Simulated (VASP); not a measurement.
# AlN (I-4m2) in VASP: single point with r2SCAN

Aim: the single point of AlN with r2SCAN.

All numbers are computed with VASP 6.6.1; they aren't measurements. Logs are shortened: lines on timing, memory, paths and dates and some standing lists are left out, and cuts for length are marked.

## (1) The cell of the first run

Symmetry: I-4m2, No. 119, tetragonal system. Conventional cell: a = 3.040 Å, b = 3.040 Å, c = 4.514 Å, α = 90.00°, β = 90.00°, γ = 90.00°. Al (site symmetry -4m2) has 4 N at 1.89 Å within 2.5 Å. Within 2.5 Å of N (site symmetry -4m2) lie 4 Al at 1.89 Å.

## (2) Single point, r2SCAN

The input, POSCAR:

```
AlN
1.0
    0.0000000000      2.1496541320      2.2571368386
    2.1496541320      0.0000000000      2.2571368386
    2.1496541320      2.1496541320      0.0000000000
Al N
1 1
Direct
    0.0000000000      0.0000000000      0.0000000000
    0.7500000000      0.7500000000      0.7500000000
```

The input, INCAR.step1:

```
  ALGO = Normal
  EDIFF = 1E-4
  ENCUT = 520
  GGA = PE
  ISMEAR = 0
  LASPH = T
  LCHARG = F
  LREAL = F
  LWAVE = T
  NBANDS = 11
  NELM = 100
  PREC = Accurate
  SIGMA = 0.05
```

The input, INCAR.step2:

```
  ALGO = Normal
  EDIFF = 1E-6
  ENCUT = 520
  ISIF = 2
  ISMEAR = 0
  ISTART = 1
  LASPH = T
  LCHARG = F
  LMIXTAU = T
  LREAL = F
  LWAVE = F
  METAGGA = R2SCAN
  NBANDS = 11
  NELM = 100
  PREC = Accurate
  SIGMA = 0.05
```

The input, KPOINTS:

```
k-points
0
Gamma
  10 10 10
```

Potentials or basis: VASP PAW PBE potentials, release 64 (Al, N).

On the command line:

```sh
cat potpaw_PBE.64/Al/POTCAR potpaw_PBE.64/N/POTCAR > POTCAR
cp INCAR.step1 INCAR
mpirun -np 1 vasp_std > vasp.out
cp INCAR.step2 INCAR
mpirun -np 1 vasp_std > vasp.out
```

OUTCAR:

```text
EDIFF = 1E-6
   ENCUT = 520
   ISIF = 2
   ISMEAR = 0
   ISTART = 1
   LASPH = T
   LREAL = F
   METAGGA = R2SCAN
   NELM = 100
   PREC = Accurate

 ion  position               nearest neighbor table
   1  0.000  0.000  0.000-   2 1.89   2 1.89   2 1.89   2 1.89
   2  0.750  0.750  0.750-   1 1.89   1 1.89   1 1.89   1 1.89

  LATTYP: Found a body centered tetragonal cell.
 ALAT       =     3.0400700279
 C/A-ratio  =     1.4849242405

  Lattice vectors:

 A1 = (  -2.1496541320,   0.0000000000,   2.2571368386)
 A2 = (   2.1496541320,   0.0000000000,   2.2571368386)
 A3 = (   0.0000000000,   2.1496541320,  -2.2571368386)

Analysis of symmetry for initial positions (statically):
=====================================================================
 Subroutine PRICEL returns:
 Original cell was already a primitive cell.

 Routine SETGRP: Setting up the symmetry group for a
 body centered tetragonal supercell.

 Subroutine GETGRP returns: Found  8 space group operations
 (whereof  8 operations were pure point group operations)
 out of a pool of 16 trial point group operations.

The static configuration has the point symmetry D_2d.

Analysis of symmetry for dynamics (positions and initial velocities):
=====================================================================
 Subroutine PRICEL returns:
 Original cell was already a primitive cell.

 Routine SETGRP: Setting up the symmetry group for a
 body centered tetragonal supercell.

 Subroutine GETGRP returns: Found  8 space group operations
 (whereof  8 operations were pure point group operations)
 out of a pool of 16 trial point group operations.

The dynamic configuration has the point symmetry D_2d.

 Subroutine INISYM returns: Found  8 space group operations
 (whereof  8 operations are pure point group operations),
 and found     1 'primitive' translations

----------------------------------------------------------------------------------------

                                     Primitive cell

  volume of cell :      20.8605

  direct lattice vectors                    reciprocal lattice vectors
     0.000000000  2.149654132  2.257136839    -0.232595557  0.232595557  0.221519578
     2.149654132  0.000000000  2.257136839     0.232595557 -0.232595557  0.221519578
     2.149654132  2.149654132  0.000000000     0.232595557  0.232595557 -0.221519578

  length of vectors
     3.116998491  3.116998491  3.040070028     0.396575730  0.396575730  0.396575730

  position of ions in fractional coordinates (direct lattice)
     0.000000000  0.000000000  0.000000000
     0.750000000  0.750000000  0.750000000

  ion indices of the primitive-cell ions
   primitive index   ion index
                 1           1
                 2           2

----------------------------------------------------------------------------------------

 KPOINTS: k-points

Automatic generation of k-mesh.
 Grid dimensions read from file:
 generate k-points for:   10   10   10

 Generating k-lattice:

  Cartesian coordinates                     Fractional coordinates (reciprocal lattice)
    -0.023259556  0.023259556  0.022151958     0.100000000  0.000000000  0.000000000
     0.023259556 -0.023259556  0.022151958     0.000000000  0.100000000  0.000000000
     0.023259556  0.023259556 -0.022151958     0.000000000  0.000000000  0.100000000

  Length of vectors
     0.039657573  0.039657573  0.039657573

  Shift w.r.t. Gamma in fractional coordinates (k-lattice)
     0.000000000  0.000000000  0.000000000

 Subroutine IBZKPT returns following result:
 ===========================================

 Found    102 irreducible k-points:

 Following reciprocal coordinates:
            Coordinates               Weight
  0.000000  0.000000  0.000000      1.000000
  0.100000  0.000000  0.000000      8.000000
  0.200000  0.000000  0.000000      8.000000
  0.300000 -0.000000  0.000000      8.000000
  0.400000 -0.000000  0.000000      8.000000
  0.500000 -0.000000  0.000000      4.000000
[... 16 lines left out ...]
  0.300000  0.300000  0.000000      2.000000
  0.400000  0.300000  0.000000      8.000000
 [... further k-points ...]
   k-points           NKPTS =    102   k-points in BZ     NKDIM =    102   number of bands    NBANDS=     11
   number of dos      NEDOS =    301   number of ions     NIONS =      2
   total plane-waves  NPLWV =  13824
   dimension x,y,z NGX =    24 NGY =   24 NGZ =   24
   dimension x,y,z NGXF=    48 NGYF=   48 NGZF=   48
   ions per type =               1   1
   NGX,Y,Z   is equivalent  to a cutoff of  12.80, 12.80, 13.12 a.u.
   NGXF,Y,Z  is equivalent  to a cutoff of  25.60, 25.60, 26.25 a.u.
 SYSTEM =  unknown system
   PREC   = accura    normal or accurate (medium, high low for compatibility)
   ISTART =      1    job   : 0-new  1-cont  2-samecut
   ICHARG =      0    charge: 1-file 2-atom 10-const
   ISPIN  =      1    spin polarized calculation?
   LNONCOLLINEAR =      F non collinear calculations
   LSORBIT =      F    spin-orbit coupling
   LASPH  =      T    aspherical Exc in radial PAW
   ENCUT  =  520.0 eV  38.22 Ry    6.18 a.u.   5.80  5.80  5.65*2*pi/ulx,y,z
   NELM   =    100;   NELMIN=  2; NELMDL=  0     # of ELM steps
   EDIFF  = 0.1E-05   stopping-criterion for ELM
   LREAL  =      F    real-space projection
   EDIFFG = 0.1E-04   stopping-criterion for IOM
   NSW    =      0    number of steps for IOM
   IBRION =     -1    ionic relax: 0-MD 1-quasi-New 2-CG
   NFREE  =      0    steps in history (QN), initial steepest desc. (CG)
   ISIF   =      2    stress and relaxation
   ISYM   =      2    0-nonsym 1-usesym 2-fastsym
   POTIM  = 0.5000    time-step for ionic-motion
   TEBEG  =    0.0;   TEEND  =   0.0 temperature during run
   PSTRESS=    0.0 pullay stress
   NELECT =       8.0000    total number of electrons
   NUPDOWN=      -1.0000    fix difference up-down
   EMIN   =  10.00;   EMAX   =-10.00  energy-range for DOS
   EFERMI =   0.00;   METHOD = LEGACY
   ISMEAR =     0;   SIGMA  =   0.05  broadening in eV -4-tet -1-fermi 0-gaus
   EFERMI_NEDOS =   21; number of points for ismear=-14 and -15
   IALGO  =     38    algorithm
   IMIX   =      4    mixing-type and parameters
     AMIX     =   0.40;   BMIX     =  1.00
     AMIX_MAG =   1.60;   BMIX_MAG =  1.00
  volume/ion in A,a.u.               =      10.43        70.39
  Fermi-wavevector in a.u.,A,eV,Ry     =   1.189405  2.247650 19.247952  1.414685
  Thomas-Fermi vector in A             =   2.325513
   LORBIT       =      0    0 simple, 1 ext, 2 COOP (PROOUT), +10 PAW based schemes
   METAGGA = R2SCAN    functional components
   LHFCALC =     F    Hartree Fock is set to
   AEXX    =    0.0000 exact exchange contribution
   IVDW    =     0    specifies the selected vdW correction
   LEPSILON=     F    determine dielectric tensor
   LRPA    =     F    only Hartree local field effects (RPA)
 non-spin polarized calculation
 Gauss-broadening in eV      SIGMA  =   0.05
  energy-cutoff  :      520.00
  volume of cell :       20.86
 maximum number of plane-waves:       576
   NGX = 11   NGY = 11   NGZ = 11

 number of electron       8.0000000 magnetization

 Free energy of the ion-electron system (eV)
  ---------------------------------------------------
  ext. energy  EPLUGINS =         0.00000000
  ---------------------------------------------------
  free energy    TOTEN  =       -19.16295352 eV

  energy without entropy =      -19.16295352  energy(sigma->0) =      -19.16295352

 E-fermi :   6.1057     XC(G=0): -11.4148

 val. band max:        5.7860270658   @ k =  -0.1000   0.1000   0.0000
 cond. band min:       9.5578337937   @ k =   0.5000   0.0000   0.5000
 fundamental gap:      3.7718067279
 Fermi energy:         6.1056821715

 k-point     1 :       0.0000    0.0000    0.0000
  band No.  band energies     occupation
      1     -10.0473      2.00000
      2       5.5393      2.00000
      3       5.7696      2.00000
      4       5.7696      2.00000
      5      10.5572      0.00000
      6      19.1816      0.00000
      7      19.1816      0.00000
      8      19.2412      0.00000
      9      23.2661      0.00000
     10      24.7423      0.00000
     11      25.0364      0.00000

 k-point     2 :       0.1000    0.0000    0.0000
  band No.  band energies     occupation
      1      -9.9006      2.00000
      2       4.8802      2.00000
      3       5.5585      2.00000
      4       5.7322      2.00000
      5      11.2182      0.00000
      6      18.7469      0.00000
      7      19.3587      0.00000
      8      19.3595      0.00000
      9      22.2360      0.00000
     10      23.6216      0.00000
     11      25.2495      0.00000

 k-point     3 :       0.2000    0.0000    0.0000
  band No.  band energies     occupation
      1      -9.4845      2.00000
      2       3.2668      2.00000
      3       5.3785      2.00000
      4       5.6390      2.00000
      5      12.3834      0.00000
      6      17.8588      0.00000
      7      19.0750      0.00000
      8      19.4811      0.00000
      9      22.1928      0.00000
     10      22.7628      0.00000
     11      24.4329      0.00000

 k-point     4 :       0.3000   -0.0000    0.0000
  band No.  band energies     occupation
      1      -8.8858      2.00000
      2       1.5963      2.00000
      3       5.1822      2.00000
      4       5.5322      2.00000
      5      13.2609      0.00000
      6      17.0548      0.00000
      7      18.3026      0.00000
      8      18.9295      0.00000
      9      23.4507      0.00000
     10      23.6226      0.00000
     11      24.4375      0.00000
[... 239 lines left out ...]
 k-point    22 :      -0.2000    0.2000    0.0000
  band No.  band energies     occupation
      1      -8.6586      2.00000
      2       1.8041      2.00000
      3       3.8194      2.00000
      4       5.6285      2.00000
      5      14.0497      0.00000
      6      16.9301      0.00000
      7      17.5392      0.00000
      8      19.4276      0.00000
      9      21.6449      0.00000
     10      25.6192      0.00000
     11      27.0136      0.00000

 k-point    23 :       0.3000    0.3000    0.0000
  band No.  band energies     occupation
      1      -8.6038      2.00000
      2       1.9570      2.00000
      3       4.6520      2.00000
      4       4.6520      2.00000
      5      11.6270      0.00000
      6      16.6893      0.00000
      7      17.8924      0.00000
      8      21.5111      0.00000
      9      21.5111      0.00000
     10      27.6822      0.00000
     11      30.8501      0.00000

 k-point    24 :       0.4000    0.3000    0.0000
  band No.  band energies     occupation
      1      -8.1655      2.00000
      2       1.3191      2.00000
      3       4.1209      2.00000
      4       4.5101      2.00000
      5      11.3110      0.00000
      6      16.5540      0.00000
      7      18.4174      0.00000
      8      21.6523      0.00000
      9      22.1232      0.00000
     10      28.5078      0.00000
     11      30.4488      0.00000

 [... further k-points ...]

------------------------ aborting loop because EDIFF is reached ----------------------------------------

  FORCE on cell =-STRESS in cart. coord.  units (eV):
  Direction    XX          YY          ZZ          XY          YZ          ZX
  --------------------------------------------------------------------------------------
  -------------------------------------------------------------------------------------
  Total        0.2848787      0.2848787     -0.7966082      0.0000000      0.0000000     -0.0000000
  in kB       21.8799067     21.8799067    -61.1829342      0.0000000      0.0000000     -0.0000000
  external PRESSURE =      -5.8077069 kB  Pullay stress =       0.0000000 kB

 VOLUME and BASIS-vectors are now :
 -----------------------------------------------------------------------------
  energy-cutoff  :      520.00
  volume of cell :       20.86
      direct lattice vectors                 reciprocal lattice vectors
     0.000000000  2.149654132  2.257136839    -0.232595557  0.232595557  0.221519578
     2.149654132  0.000000000  2.257136839     0.232595557 -0.232595557  0.221519578
     2.149654132  2.149654132  0.000000000     0.232595557  0.232595557 -0.221519578

 POSITION                                       TOTAL-FORCE (eV/Angst)
 -----------------------------------------------------------------------------------
      0.00000      0.00000      0.00000        -0.000000     -0.000000      0.000000
      3.22448      3.22448      3.38571         0.000000      0.000000      0.000000
 -----------------------------------------------------------------------------------
    total drift:                               -0.000000     -0.000000      0.000004

  FREE ENERGIE OF THE ION-ELECTRON SYSTEM (eV)
  ---------------------------------------------------
  free  energy   TOTEN  =       -19.1629535174 eV

  energy  without entropy=      -19.1629535174  energy(sigma->0) =      -19.16295352
```

Wall time 46 s (1 thread of Intel Xeon Platinum 8559C (Emerald Rapids), shared host); peak memory 0.15 GiB.

Results:

```yaml
Free_energy: -19.1630 eV
Pressure: -0.6 GPa
Band_gap_on_the_k_mesh: 3.77 eV (least direct gap 4.79 eV)
```

Caveat: the PAW data sets were made with another functional, which shifts forces and pressure a little. A k mesh can miss the band edges.
